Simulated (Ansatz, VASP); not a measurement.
## Ca in VASP and in Ansatz

The input INCAR:

```
SYSTEM = Ca
PREC     = Accurate       ! precision mode
ENCUT    = 520            ! plane-wave cutoff, eV
EDIFF    = 1E-6           ! SCF threshold, eV
ISMEAR   = -1             ! smearing method
SIGMA    = 0.1            ! smearing width, eV
LREAL    = .FALSE.        ! projectors in reciprocal space
LASPH    = .TRUE.         ! aspherical terms in the spheres
NELM     = 100            ! most SCF steps
ALGO     = Normal         ! electronic algorithm
ISIF     = 2              ! what is computed and relaxed
LWAVE    = .FALSE.        ! write WAVECAR
LCHARG   = .FALSE.        ! write CHGCAR
NBANDS   = 11             ! bands
```

The input KPOINTS:

```
regular mesh
0
G
  17 17 17
  0 0 0
```

File POSCAR:

```
Ca
1.0
    0.0000000000      2.5982256073      2.5982256073
    2.5982256073      0.0000000000      2.5982256073
    2.5982256073      2.5982256073      0.0000000000
Ca
1
Direct
    0.0000000000      0.0000000000      0.0000000000
```

Input for Ansatz:

```yaml
crystal:
  lattice:
    - [0.0, 2.5982256073, 2.5982256073]
    - [2.5982256073, 0.0, 2.5982256073]
    - [2.5982256073, 2.5982256073, 0.0]
  atoms:
    - { symbol: Ca, position: [0.0, 0.0, 0.0] }
hamiltonian:
  xc: lda
  pseudopotentials:
    kind: paw
    azcp:
      Ca: "pseudopotentials/Ca.paw.azcp"
basis:
  ecutwfc: 420
  fft_grid_basis: typed
kpoints:
  mp_grid: { grid: [17, 17, 17], shift: [0, 0, 0] }
magnetization:
  spin_polarized: false
scf:
  occupations: { method: fermi_dirac, width: 0.1 }
output:
  stress: true
```

Alike in both runs: task single point; functional LDA; k mesh 17 × 17 × 17; occupations fermi-dirac, width 0.1 eV; no spin polarisation.

|  | VASP | Ansatz |
| --- | --- | --- |
| version | VASP 6.6.1 | Ansatz 0.2.0 |
| potentials or method | VASP PAW LDA potentials, release 64 (Ca_sv), cutoff 520 eV | plane waves (420 eV) with PAW, scalar-relativistic |
| valence electrons in the cell | 10 | 10 |

```csv
,VASP,Ansatz,Ansatz less VASP
pressure (GPa),1.8,1.8,0.00
```

Ansatz warns that its potentials were made for another functional, while VASP's fit it. LDA's correlation is that of Perdew and Zunger in VASP and of Perdew and Wang (1992) in Ansatz.
